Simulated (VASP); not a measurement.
# SiO2 (I4_122) in VASP: relaxation of cell and atoms with PBE

Aim: the relaxation of cell and atoms of SiO2 with PBE.

All numbers are computed with VASP 6.6.1; they aren't measurements. Logs are shortened: lines on timing, memory, paths and dates and some standing lists are left out, and cuts for length are marked.

## 1. The cell of the first run

It takes space group I4_122 (No. 98, tetragonal). The conventional cell has a = 5.693 Å, b = 5.693 Å, c = 11.321 Å, α = 90.00°, β = 90.00°, γ = 90.00°. Si (site symmetry 2) has 4 O at 1.63 to 1.64 Å within 2.2 Å. O (site symmetry 2) has 2 Si at 1.64 Å within 2.2 Å. O (site symmetry 2) has 2 Si at 1.63 Å within 2.2 Å.

The cell was generated, and may not be a known phase.

## 2. Relaxation of cell and atoms, PBE

INCAR

```
  ALGO = Normal
  EDIFF = 1E-6
  EDIFFG = -0.01
  ENCUT = 600
  GGA = PE
  IBRION = 2
  ISIF = 3
  ISMEAR = 0
  LASPH = True
  LCHARG = False
  LREAL = False
  LUSENCCL = False
  LWAVE = False
  NELM = 80
  NSW = 100
  PREC = Accurate
  SIGMA = 0.02
```

KPOINTS

```
k-points
0
Gamma
  6 6 6
```

POSCAR

```
SiO2
1.0
   -2.8462575335      2.8462575335      5.6605413858
    2.8462575335     -2.8462575335      5.6605413858
    2.8462575335      2.8462575335     -5.6605413858
Si O
4 8
Direct
    0.3750000000      0.9873160553      0.1123160553
    0.7373160553      0.1250000000      0.1123160553
    0.0126839447      0.6250000000      0.8876839447
    0.8750000000      0.2626839447      0.8876839447
    0.4691950706      0.9691950706      0.9383901412
    0.2808049294      0.7191950706      0.0000000000
    0.1166845090      0.1166845090      0.0000000000
    0.6333154910      0.1333154910      0.5000000000
    0.8833154910      0.8833154910      0.0000000000
    0.8666845090      0.3666845090      0.5000000000
    0.7191950706      0.2808049294      0.0000000000
    0.0308049294      0.5308049294      0.0616098588
```

Potentials or basis: VASP PAW PBE potentials, release 64 (Si, O).

Started as:

```
cat potpaw_PBE.64/Si/POTCAR potpaw_PBE.64/O/POTCAR > POTCAR
mpirun -np 1 vasp_std > vasp.out
```

OUTCAR:

```text
EDIFF = 1E-6
   EDIFFG = -0.01
   ENCUT = 600
   GGA = PE
   IBRION = 2
   ISIF = 3
   ISMEAR = 0
   LASPH = True
   LREAL = False
   NELM = 80
   NSW = 100
   PREC = Accurate

 ion  position               nearest neighbor table
   1  0.375  0.987  0.112-   7 1.63   8 1.63   5 1.64   6 1.64   2 2.97   3 2.97
   2  0.737  0.125  0.112-   9 1.63  10 1.63   5 1.64  11 1.64   1 2.97   4 2.97
   3  0.013  0.625  0.888-   9 1.63  10 1.63   6 1.64  12 1.64   4 2.97   1 2.97
   4  0.875  0.263  0.888-   7 1.63   8 1.63  11 1.64  12 1.64   3 2.97   2 2.97
   5  0.469  0.969  0.938-   1 1.64   2 1.64
   6  0.281  0.719  0.000-   1 1.64   3 1.64
   7  0.117  0.117  0.000-   4 1.63   1 1.63
   8  0.633  0.133  0.500-   1 1.63   4 1.63
   9  0.883  0.883  0.000-   2 1.63   3 1.63
  10  0.867  0.367  0.500-   2 1.63   3 1.63
  11  0.719  0.281  0.000-   2 1.64   4 1.64
  12  0.031  0.531  0.062-   3 1.64   4 1.64

  LATTYP: Found a body centered tetragonal cell.
 ALAT       =     5.6925150670
 C/A-ratio  =     1.9887664132

  Lattice vectors:

 A1 = (  -2.8462575335,   2.8462575335,   5.6605413858)
 A2 = (   2.8462575335,  -2.8462575335,   5.6605413858)
 A3 = (   2.8462575335,   2.8462575335,  -5.6605413858)

Analysis of symmetry for initial positions (statically):
=====================================================================
 Subroutine PRICEL returns:
 Original cell was already a primitive cell.

 Routine SETGRP: Setting up the symmetry group for a
 body centered tetragonal supercell.

 Subroutine GETGRP returns: Found  8 space group operations
 (whereof  4 operations were pure point group operations)
 out of a pool of 16 trial point group operations.

The static configuration has the point symmetry D_2 .
 The point group associated with its full space group is D_4 .

Analysis of symmetry for dynamics (positions and initial velocities):
=====================================================================
 Subroutine PRICEL returns:
 Original cell was already a primitive cell.

 Routine SETGRP: Setting up the symmetry group for a
 body centered tetragonal supercell.

 Subroutine GETGRP returns: Found  8 space group operations
 (whereof  4 operations were pure point group operations)
 out of a pool of 16 trial point group operations.

The dynamic configuration has the point symmetry D_2 .
 The point group associated with its full space group is D_4 .

 Subroutine INISYM returns: Found  8 space group operations
 (whereof  4 operations are pure point group operations),
 and found     1 'primitive' translations

----------------------------------------------------------------------------------------

                                     Primitive cell

  volume of cell :     183.4283

  direct lattice vectors                    reciprocal lattice vectors
    -2.846257534  2.846257534  5.660541386     0.000000000  0.175669276  0.088330774
     2.846257534 -2.846257534  5.660541386     0.175669276  0.000000000  0.088330774
     2.846257534  2.846257534 -5.660541386     0.175669276  0.175669276  0.000000000

  length of vectors
     6.945796763  6.945796763  6.945796763     0.196626601  0.196626601  0.248433873

  position of ions in fractional coordinates (direct lattice)
     0.375000000  0.987316055  0.112316055
     0.737316055  0.125000000  0.112316055
     0.012683945  0.625000000  0.887683945
     0.875000000  0.262683945  0.887683945
     0.469195071  0.969195071  0.938390141
     0.280804929  0.719195071  0.000000000
     0.116684509  0.116684509  0.000000000
     0.633315491  0.133315491  0.500000000
     0.883315491  0.883315491  0.000000000
     0.866684509  0.366684509  0.500000000
     0.719195071  0.280804929  0.000000000
     0.030804929  0.530804929  0.061609859

  ion indices of the primitive-cell ions
   primitive index   ion index
                 1           1
                 2           2
                 3           3
                 4           4
                 5           5
                 6           6
                 7           7
                 8           8
                 9           9
                10          10
                11          11
                12          12

----------------------------------------------------------------------------------------

 KPOINTS: k-points

Automatic generation of k-mesh.
 Grid dimensions read from file:
 generate k-points for:    6    6    6

 Generating k-lattice:

  Cartesian coordinates                     Fractional coordinates (reciprocal lattice)
     0.000000000  0.029278213  0.014721796     0.166666667  0.000000000 -0.000000000
     0.029278213  0.000000000  0.014721796     0.000000000  0.166666667 -0.000000000
     0.029278213  0.029278213  0.000000000     0.000000000  0.000000000  0.166666667

  Length of vectors
     0.032771100  0.032771100  0.041405645

  Shift w.r.t. Gamma in fractional coordinates (k-lattice)
     0.000000000  0.000000000  0.000000000

 Subroutine IBZKPT returns following result:
 ===========================================

 Found     30 irreducible k-points:

 Following reciprocal coordinates:
            Coordinates               Weight
  0.000000  0.000000  0.000000      1.000000
  0.166667  0.000000  0.000000      8.000000
  0.333333  0.000000  0.000000      8.000000
  0.500000  0.000000  0.000000      4.000000
  0.166667  0.166667  0.000000      8.000000
  0.333333  0.166667  0.000000     16.000000
[... 16 lines left out ...]
 -0.333333 -0.333333  0.166667      8.000000
 -0.166667 -0.333333  0.166667      8.000000
 [... further k-points ...]
   k-points           NKPTS =     30   k-points in BZ     NKDIM =     30   number of bands    NBANDS=     39
   number of dos      NEDOS =    301   number of ions     NIONS =     12
   total plane-waves  NPLWV = 175616
   dimension x,y,z NGX =    56 NGY =   56 NGZ =   56
   dimension x,y,z NGXF=   112 NGYF=  112 NGZF=  112
   ions per type =               4   8
   NGX,Y,Z   is equivalent  to a cutoff of  13.40, 13.40, 13.40 a.u.
   NGXF,Y,Z  is equivalent  to a cutoff of  26.81, 26.81, 26.81 a.u.
 SYSTEM =  unknown system
   PREC   = accura    normal or accurate (medium, high low for compatibility)
   ISTART =      0    job   : 0-new  1-cont  2-samecut
   ICHARG =      2    charge: 1-file 2-atom 10-const
   ISPIN  =      1    spin polarized calculation?
   LNONCOLLINEAR =      F non collinear calculations
   LSORBIT =      F    spin-orbit coupling
   LASPH  =      T    aspherical Exc in radial PAW
   ENCUT  =  600.0 eV  44.10 Ry    6.64 a.u.  13.87 13.87 13.87*2*pi/ulx,y,z
   NELM   =     80;   NELMIN=  2; NELMDL= -5     # of ELM steps
   EDIFF  = 0.1E-05   stopping-criterion for ELM
   LREAL  =      F    real-space projection
   EDIFFG = -.1E-01   stopping-criterion for IOM
   NSW    =    100    number of steps for IOM
   IBRION =      2    ionic relax: 0-MD 1-quasi-New 2-CG
   NFREE  =      1    steps in history (QN), initial steepest desc. (CG)
   ISIF   =      3    stress and relaxation
   ISYM   =      2    0-nonsym 1-usesym 2-fastsym
   POTIM  = 0.5000    time-step for ionic-motion
   TEBEG  =    0.0;   TEEND  =   0.0 temperature during run
   PSTRESS=    0.0 pullay stress
   NELECT =      64.0000    total number of electrons
   NUPDOWN=      -1.0000    fix difference up-down
   EMIN   =  10.00;   EMAX   =-10.00  energy-range for DOS
   EFERMI =   0.00;   METHOD = LEGACY
   ISMEAR =     0;   SIGMA  =   0.02  broadening in eV -4-tet -1-fermi 0-gaus
   EFERMI_NEDOS =   21; number of points for ismear=-14 and -15
   IALGO  =     38    algorithm
   IMIX   =      4    mixing-type and parameters
     AMIX     =   0.40;   BMIX     =  1.00
     AMIX_MAG =   1.60;   BMIX_MAG =  1.00
  volume/ion in A,a.u.               =      15.29       103.15
  Fermi-wavevector in a.u.,A,eV,Ry     =   1.152514  2.177935 18.072448  1.328287
  Thomas-Fermi vector in A             =   2.289164
   LORBIT       =      0    0 simple, 1 ext, 2 COOP (PROOUT), +10 PAW based schemes
   GGA     = PE    functional components
   LHFCALC =     F    Hartree Fock is set to
   AEXX    =    0.0000 exact exchange contribution
   IVDW    =     0    specifies the selected vdW correction
   LEPSILON=     F    determine dielectric tensor
   LRPA    =     F    only Hartree local field effects (RPA)
 conjugate gradient relaxation of ions
 non-spin polarized calculation
 Gauss-broadening in eV      SIGMA  =   0.02
  energy-cutoff  :      600.00
  volume of cell :      183.43
 maximum number of plane-waves:      6148
   NGX = 27   NGY = 27   NGZ = 27

--------------------------------------- Ionic step        1  -------------------------------------------

 number of electron      64.0000007 magnetization

 Free energy of the ion-electron system (eV)
  ---------------------------------------------------
  ext. energy  EPLUGINS =         0.00000000
  ---------------------------------------------------
  free energy    TOTEN  =       -93.22304615 eV

  energy without entropy =      -93.22304615  energy(sigma->0) =      -93.22304615

------------------------ aborting loop because EDIFF is reached ----------------------------------------

  FORCE on cell =-STRESS in cart. coord.  units (eV):
  Direction    XX          YY          ZZ          XY          YZ          ZX
  --------------------------------------------------------------------------------------
  -------------------------------------------------------------------------------------
  Total       -0.5902628     -0.5902628     -0.3180486      0.0000000      0.0000000      0.0000000
  in kB       -5.1557242     -5.1557242     -2.7780353      0.0000000      0.0000000      0.0000000
  external PRESSURE =      -4.3631612 kB  Pullay stress =       0.0000000 kB
[... 119 lines left out ...]
  FREE ENERGIE OF THE ION-ELECTRON SYSTEM (eV)
  ---------------------------------------------------
  free  energy   TOTEN  =       -93.2238686151 eV

  energy  without entropy=      -93.2238686151  energy(sigma->0) =      -93.22386862

[... ionic steps 4 to 8 ...]

--------------------------------------- Ionic step        9  -------------------------------------------

 number of electron      64.0000005 magnetization

------------------------ aborting loop because EDIFF is reached ----------------------------------------

  FORCE on cell =-STRESS in cart. coord.  units (eV):
  Direction    XX          YY          ZZ          XY          YZ          ZX
  --------------------------------------------------------------------------------------
  -------------------------------------------------------------------------------------
  Total        0.0598760      0.0598760      0.0286824      0.0000000      0.0000000      0.0000000
  in kB        0.5275984      0.5275984      0.2527355      0.0000000      0.0000000      0.0000000
  external PRESSURE =       0.4359774 kB  Pullay stress =       0.0000000 kB
[... 77 lines left out ...]
  energy  without entropy=      -93.2254137267  energy(sigma->0) =      -93.22541373

--------------------------------------- Ionic step       11  -------------------------------------------

 number of electron      64.0000005 magnetization

 Free energy of the ion-electron system (eV)
  ---------------------------------------------------
  ext. energy  EPLUGINS =         0.00000000
  ---------------------------------------------------
  free energy    TOTEN  =       -93.22555780 eV

  energy without entropy =      -93.22555780  energy(sigma->0) =      -93.22555780

 E-fermi :   0.2122     XC(G=0):  -8.1247

 val. band max:        0.1001463085   @ k =   0.0000   0.0000   0.0000
 cond. band min:       4.9414350003   @ k =   0.0000   0.0000   0.0000
 fundamental gap:      4.8412886919
 Fermi energy:         0.2122152589

 k-point     1 :       0.0000    0.0000    0.0000
  band No.  band energies     occupation
      1     -19.5681      2.00000
      2     -18.2698      2.00000
      3     -18.0493      2.00000
      4     -18.0493      2.00000
      5     -17.7660      2.00000
      6     -17.6370      2.00000
[... 997 lines left out ...]
     38       8.9944      0.00000
     39       9.1359      0.00000

 [... further k-points ...]
[... 5 lines left out ...]
  --------------------------------------------------------------------------------------
  -------------------------------------------------------------------------------------
  Total       -0.0063297     -0.0063297      0.0331087     -0.0000000      0.0000000      0.0000000
  in kB       -0.0557636     -0.0557636      0.2916807     -0.0000000      0.0000000      0.0000000
  external PRESSURE =       0.0600512 kB  Pullay stress =       0.0000000 kB
[... 27 lines left out ...]
  FREE ENERGIE OF THE ION-ELECTRON SYSTEM (eV)
  ---------------------------------------------------
  free  energy   TOTEN  =       -93.2255578030 eV

  energy  without entropy=      -93.2255578030  energy(sigma->0) =      -93.22555780

 reached required accuracy - stopping structural energy minimisation
```

Run time: 12 min. Hardware: 1 × NVIDIA H100 80GB with 1 thread of AMD EPYC 7R13 (Zen 3), shared host; peak memory 1.5 GiB.

What came out:

* Free energy: -93.2256 eV
* Relaxed volume: 15.16 Å³/atom
* Relaxed cell: a = 6.934 Å, b = 6.934 Å, c = 6.934 Å, α = 131.74°, β = 131.74°, γ = 70.64°
* Space group after relaxing (to 0.1 Å): I4_122 (No. 98)
* Energy gained by relaxing: 0.2 meV/atom
* Ionic steps: 11
* Pressure after relaxing: 0.0 GPa
* Largest force after relaxing: 0.005 eV/Å
* Band gap on the k mesh: 4.84 eV

Forces in eV/Å, atoms in the order of the input:
```
Si   0.002  0.000  0.000
Si   0.000  0.002  0.000
Si   0.000 -0.002  0.000
Si  -0.002  0.000  0.000
O    0.002  0.002  0.000
O    0.002 -0.002  0.000
O    0.000  0.000 -0.005
O    0.000  0.000  0.005
O    0.000  0.000  0.005
O    0.000  0.000 -0.005
O   -0.002  0.002  0.000
O   -0.002 -0.002  0.000
```

The path:
```csv
step,energy change (eV),largest force (eV/Å),pressure (GPa),volume (Å³)
1,0.0000,0.0179,-0.44,183.43
2,0.0000,0.0774,0.45,182.33
3,-0.0008,0.0385,0.01,182.88
4,-0.0012,0.0343,0.00,182.75
5,-0.0021,0.0197,0.00,182.37
6,-0.0019,0.0355,-0.03,181.61
7,-0.0023,0.0261,-0.02,182.02
8,-0.0025,0.0136,0.05,181.80
9,-0.0025,0.0112,0.04,181.83
10,-0.0024,0.0396,-0.11,181.97
11,-0.0025,0.0048,0.01,181.86
```

Final structure:
```yaml
crystal:
  lattice:
    - [-2.83485, 2.83485, 5.65752]
    - [2.83485, -2.83485, 5.65752]
    - [2.83485, 2.83485, -5.65752]
  atoms:
    - { symbol: Si, position: [0.37500, 0.98600, 0.11100] }
    - { symbol: Si, position: [0.73600, 0.12500, 0.11100] }
    - { symbol: Si, position: [0.01400, 0.62500, 0.88900] }
    - { symbol: Si, position: [0.87500, 0.26400, 0.88900] }
    - { symbol: O, position: [0.46741, 0.96741, 0.93483] }
    - { symbol: O, position: [0.28259, 0.71741, 0.00000] }
    - { symbol: O, position: [0.11616, 0.11616, 0.00000] }
    - { symbol: O, position: [0.63384, 0.13384, 0.50000] }
    - { symbol: O, position: [0.88384, 0.88384, 0.00000] }
    - { symbol: O, position: [0.86616, 0.36616, 0.50000] }
    - { symbol: O, position: [0.71741, 0.28259, 0.00000] }
    - { symbol: O, position: [0.03259, 0.53259, 0.06517] }
```

A k mesh can miss the band edges.
